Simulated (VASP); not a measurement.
# In2As2F in VASP: a series of runs

In2As2F is run at these levels: PBE+D3(BJ); tasks: single point.

Program: VASP 6.6.1. These are calculated values, not measurements. Logs are shortened: lines on timing, memory, paths and dates and some standing lists are left out, and cuts for length are marked.

**1. The cell of the first run**

The cell holds a slab with vacuum, 5 atoms: a = 4.322 Å, b = 4.322 Å, c = 21.739 Å, α = 90.00°, β = 90.00°, γ = 120.00°.

**2. Single point, PBE+D3(BJ)**

File INCAR:

```
PREC     = Accurate       # precision mode
ENCUT    = 520            # plane-wave cutoff, eV
EDIFF    = 1E-6           # SCF threshold, eV
ISMEAR   = 0              # smearing method
SIGMA    = 0.1            # smearing width, eV
LREAL    = F              # projectors in reciprocal space
LASPH    = T              # aspherical terms in the spheres
NELM     = 100            # most SCF steps
ALGO     = Normal         # electronic algorithm
ISIF     = 2              # what is computed and relaxed
LWAVE    = F              # write WAVECAR
LCHARG   = F              # write CHGCAR
LDIPOL   = T            
IDIPOL   = 3            
DIPOL    = 0.5 0.5 0.331
GGA      = PE             # functional
IVDW     = 12             # dispersion correction
NBANDS   = 30             # bands
```

File KPOINTS:

```
regular mesh
0
Gamma
  6 6 1
```

File POSCAR:

```
In2As2F
1.0
    4.3220706728      0.0000000000      0.0000000000
   -2.1610353364      3.7430229996      0.0000000000
    0.0000000000      0.0000000000     21.7386927254
As In F
2 2 1
Direct
    0.0000000000      0.0000000000      0.1840037048
    0.3333333333      0.6666666667      0.3557112061
    0.3333333333      0.6666666667      0.2245875152
    0.6666666667      0.3333333333      0.3881876814
    0.6666666667      0.5555555556      0.5031899969
```

Potentials or basis: VASP PAW PBE potentials, release 64 (As, In_d, F).

On the command line:

```bash
$ cat potpaw_PBE.64/As/POTCAR potpaw_PBE.64/In_d/POTCAR potpaw_PBE.64/F/POTCAR > POTCAR
$ mpirun -np 1 vasp_std > vasp.out
```

OUTCAR:

```text
PREC = Accurate
   ENCUT = 520
   EDIFF = 1E-6
   ISMEAR = 0
   LREAL = F
   LASPH = T
   NELM = 100
   ISIF = 2
   GGA = PE
   IVDW = 12
 IVDW          = 12

 ion  position               nearest neighbor table
   1  0.000  0.000  0.184-   3 2.65   3 2.65   3 2.65
   2  0.333  0.667  0.356-   4 2.59   4 2.59   4 2.59   3 2.85
   3  0.333  0.667  0.225-   1 2.65   1 2.65   1 2.65   2 2.85
   4  0.667  0.333  0.388-   2 2.59   2 2.59   2 2.59   5 2.68
   5  0.667  0.556  0.503-   4 2.68

  LATTYP: Found a hexagonal cell.
 ALAT       =     4.3220706728
 C/A-ratio  =     5.0296939525

  Lattice vectors:

 A1 = (   4.3220706728,   0.0000000000,   0.0000000000)
 A2 = (  -2.1610353364,   3.7430229996,   0.0000000000)
 A3 = (   0.0000000000,   0.0000000000,  21.7386927254)

Analysis of symmetry for initial positions (statically):
=====================================================================
 Subroutine PRICEL returns:
 Original cell was already a primitive cell.

 Routine SETGRP: Setting up the symmetry group for a
 hexagonal supercell.

 Subroutine GETGRP returns: Found  1 space group operations
 (whereof  1 operations were pure point group operations)
 out of a pool of 24 trial point group operations.

The static configuration has the point symmetry C_1 .

Analysis of symmetry for dynamics (positions and initial velocities):
=====================================================================
 Subroutine PRICEL returns:
 Original cell was already a primitive cell.

 Routine SETGRP: Setting up the symmetry group for a
 hexagonal supercell.

 Subroutine GETGRP returns: Found  1 space group operations
 (whereof  1 operations were pure point group operations)
 out of a pool of 24 trial point group operations.

The dynamic configuration has the point symmetry C_1 .

 Subroutine INISYM returns: Found  1 space group operations
 (whereof  1 operations are pure point group operations),
 and found     1 'primitive' translations

----------------------------------------------------------------------------------------

                                     Primitive cell

  volume of cell :     351.6801

  direct lattice vectors                    reciprocal lattice vectors
     4.322070673  0.000000000  0.000000000     0.231370580  0.133581867  0.000000000
    -2.161035336  3.743023000  0.000000000     0.000000000  0.267163734  0.000000000
     0.000000000  0.000000000 21.738692725     0.000000000  0.000000000  0.046000926

[... 90 lines left out ...]
   ISIF   =      2    stress and relaxation
   ISYM   =      2    0-nonsym 1-usesym 2-fastsym
   POTIM  = 0.5000    time-step for ionic-motion
   TEBEG  =    0.0;   TEEND  =   0.0 temperature during run
   PSTRESS=    0.0 pullay stress
   NELECT =      43.0000    total number of electrons
   NUPDOWN=      -1.0000    fix difference up-down
   EMIN   =  10.00;   EMAX   =-10.00  energy-range for DOS
   EFERMI =   0.00;   METHOD = LEGACY
   ISMEAR =     0;   SIGMA  =   0.10  broadening in eV -4-tet -1-fermi 0-gaus
   EFERMI_NEDOS =   21; number of points for ismear=-14 and -15
   IALGO  =     38    algorithm
   IMIX   =      4    mixing-type and parameters
     AMIX     =   0.40;   BMIX     =  1.00
     AMIX_MAG =   1.60;   BMIX_MAG =  1.00
  volume/ion in A,a.u.               =      70.34       474.65
  Fermi-wavevector in a.u.,A,eV,Ry     =   0.812547  1.535491  8.983006  0.660232
  Thomas-Fermi vector in A             =   1.922109
   LORBIT       =      0    0 simple, 1 ext, 2 COOP (PROOUT), +10 PAW based schemes
   GGA     = PE    functional components
   LHFCALC =     F    Hartree Fock is set to
   AEXX    =    0.0000 exact exchange contribution
   IVDW    =    12    specifies the selected vdW correction
   LEPSILON=     F    determine dielectric tensor
   LRPA    =     F    only Hartree local field effects (RPA)
 non-spin polarized calculation
 Gauss-broadening in eV      SIGMA  =   0.10
  energy-cutoff  :      520.00
  volume of cell :      351.68
 maximum number of plane-waves:      9486
   NGX = 17   NGY = 17   NGZ = 81

 number of electron      42.9999986 magnetization

 dipolmoment           0.000000      0.000000      0.412814 electrons x Angstroem

 Free energy of the ion-electron system (eV)
  ---------------------------------------------------
  ext. energy  EPLUGINS =         0.00000000
  ---------------------------------------------------
  free energy    TOTEN  =       -16.82729041 eV

  energy without entropy =      -16.77181396  energy(sigma->0) =      -16.79955219

 E-fermi :  -4.0142     XC(G=0):  -3.8774

 val. band max:       -4.0248078053   @ k =  -0.1667   0.1667   0.0000
 cond. band min:      -4.0071348622   @ k =   0.0000   0.3333   0.0000
 fundamental gap:      0.0176729431
 Fermi energy:        -4.0141855152

 k-point     1 :       0.0000    0.0000    0.0000
  band No.  band energies     occupation
      1     -22.9333      2.00000
      2     -18.0657      2.00000
      3     -18.0561      2.00000
      4     -18.0348      2.00000
      5     -17.9311      2.00000
      6     -17.9056      2.00000
[... 649 lines left out ...]
     29       3.2159      0.00000
     30       3.3163      0.00000

------------------------ aborting loop because EDIFF is reached ----------------------------------------

 vacuum level on the upper side and lower side of the slab       (xc-potential included)         2.224        -2.281

 Edisp (eV)   -0.88547

 E8    (eV) :    -0.4189

  FORCE on cell =-STRESS in cart. coord.  units (eV):
  Direction    XX          YY          ZZ          XY          YZ          ZX
  --------------------------------------------------------------------------------------
  -------------------------------------------------------------------------------------
  Total       0.63409    -0.06964    -6.71372     0.17276    -1.30692     0.71351
  in kB       2.88876    -0.31726   -30.58625     0.78707    -5.95404     3.25062
  external pressure =       -9.34 kB  Pullay stress =        0.00 kB

 VOLUME and BASIS-vectors are now :
 -----------------------------------------------------------------------------
  energy-cutoff  :      520.00
  volume of cell :      351.68
      direct lattice vectors                 reciprocal lattice vectors
     4.322070673  0.000000000  0.000000000     0.231370580  0.133581867  0.000000000
    -2.161035336  3.743023000  0.000000000     0.000000000  0.267163734  0.000000000
     0.000000000  0.000000000 21.738692725     0.000000000  0.000000000  0.046000926

 POSITION                                       TOTAL-FORCE (eV/Angst)
 -----------------------------------------------------------------------------------
      0.00000      0.00000      4.00000        -0.001933      0.004566      0.014180
     -0.00000      2.49535      7.73270        -0.053468      0.046618     -0.635316
     -0.00000      2.49535      4.88224         0.004245     -0.004115      0.471757
      2.16104      1.24767      8.43869        -0.221932      0.459318      2.309851
      1.68081      2.07946     10.93869         0.273088     -0.506387     -2.160472
 -----------------------------------------------------------------------------------
    total drift:                                0.000254      0.000837     -0.001140

  FREE ENERGIE OF THE ION-ELECTRON SYSTEM (eV)
  ---------------------------------------------------
  free  energy   TOTEN  =       -17.7127604431 eV

  energy  without entropy=      -17.6572839936  energy(sigma->0) =      -17.68502222

 vacuum level on the upper side and lower side of the slab         6.129         1.509
```

Run time: 13 min. Hardware: 1 thread of AMD EPYC, shared host; peak memory 0.48 GiB.

Results:

```
Free energy                : -17.7128 eV
Largest force              : 2.366 eV/Å
Band gap on the k mesh     : zero (an odd number of electrons rules out a gap without spin polarisation)
Dispersion energy per atom : -0.177 eV
```

Forces in eV/Å, atoms in the order of the input:
```
As  -0.002  0.005  0.014
As  -0.053  0.047 -0.635
In   0.004 -0.004  0.472
In  -0.222  0.459  2.310
F    0.273 -0.506 -2.160
```

Caveat: spin-orbit coupling is left out, which moves the levels of the heavy elements; an odd number of electrons without spin polarisation forces a metal; a magnetic or distorted state may lie lower.

(Part 1 of 3 ends here.)

The gap in the log of VASP goes by the Fermi energy; the results here count the filled bands.